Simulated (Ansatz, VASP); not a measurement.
**SiC: VASP beside Ansatz**

The input POSCAR:

```
SiC
1.0
    3.1983704888      0.0000000000      0.0000000000
   -1.5991852444      2.7698700940      0.0000000000
    0.0000000000      0.0000000000      5.0174184257
Si C
2 2
Direct
    0.3333333333      0.6666666667     -0.0022074564
    0.6666666667      0.3333333333      0.4977925436
    0.3333333333      0.6666666667      0.3772074564
    0.6666666667      0.3333333333      0.8772074564
```

Contents of INCAR.step1:

```
SYSTEM = SiC
  PREC = Accurate
  ENCUT = 520
  EDIFF = 1E-5
  ISMEAR = 0
  SIGMA = 0.01
  LREAL = .False.
  LASPH = .True.
  NELM = 100
  ALGO = Normal
  ISIF = 2
  LWAVE = .True.
  LCHARG = .False.
  NBANDS = 16
  GGA = PE
```

File INCAR.step2:

```
SYSTEM = SiC
  PREC = Accurate
  ENCUT = 520
  EDIFF = 1E-6
  ISMEAR = 0
  SIGMA = 0.01
  LREAL = .False.
  LASPH = .True.
  NELM = 100
  ALGO = Normal
  ISIF = 2
  LWAVE = .False.
  LCHARG = .False.
  GGA = PE
  LHFCALC = .True.
  HFSCREEN = 0.2079
  PRECFOCK = Normal
  NBANDS = 16
  ISTART = 1
```

KPOINTS

```
regular mesh
0
Gamma
  6 6 4
  0 0 0
```

Input for Ansatz:

```yaml
crystal:
  lattice:
    - [3.1983704888, 0.0, 0.0]
    - [-1.5991852444, 2.769870094, 0.0]
    - [0.0, 0.0, 5.0174184257]
  atoms:
    - { symbol: Si, position: [0.3333333333, 0.6666666667, -0.0022074564] }
    - { symbol: Si, position: [0.6666666667, 0.3333333333, 0.4977925436] }
    - { symbol: C, position: [0.3333333333, 0.6666666667, 0.3772074564] }
    - { symbol: C, position: [0.6666666667, 0.3333333333, 0.8772074564] }
kpoints:
  mp_grid: { grid: [6, 6, 4] }
  band_path:
    path:
      - [0.0, 0.0, 0.0]
      - [0.5, 0.0, 0.0]
      - [0.3333333333, 0.3333333333, 0.0]
      - [0.0, 0.0, 0.5]
      - [0.5, 0.0, 0.5]
      - [0.3333333333, 0.3333333333, 0.5]
      - [0.0, 0.5, 0.0]
    npoints: 1
hamiltonian:
  xc: hse06
scf:
  occupations: { method: fixed }
  n_extra_bands: 5
output:
  forces: true
  stress: true
  eigenvalues: true
  write_density: true
  write_potential: true
  elf: true
  volumetric_format: npy
```

Change from the starting cell: epitaxial_xy strain +4.0%.

Alike in both runs: task single point; functional HSE06; k mesh 6 × 6 × 4; no spin polarisation.

|  | VASP | Ansatz |
| --- | --- | --- |
| version | VASP 6.6.1 | Ansatz 0.2.0 |
| potentials or method | VASP PAW PBE potentials, release 64 (Si, C) | plane waves, PAW |
| plane-wave cutoff (eV) | 520 | 420 |
| occupations | gaussian, width 0.01 eV | fixed |
| valence electrons in the cell | 16 | 16 |

Ansatz gave:

```
gap on the k mesh at the Fermi level (eV)                     : 3.13
pressure (GPa)                                                : -15.4
traceless stress, the component that is largest in VASP (GPa) : 13.71
rms of the force components (eV/Å)                            : 0.023
```

**Question.** What did VASP give for the same quantities?

**Answer.** gap on the k mesh at the Fermi level (eV): 3.13; pressure (GPa): -15.7; traceless stress, the component that is largest in VASP (GPa): 13.80; rms of the force components (eV/Å): 0.020.

Atom by atom the forces differ by 0.003 eV/Å (rms over components). Ansatz's warnings: stress exchange threshold loose, stress scf threshold loose.
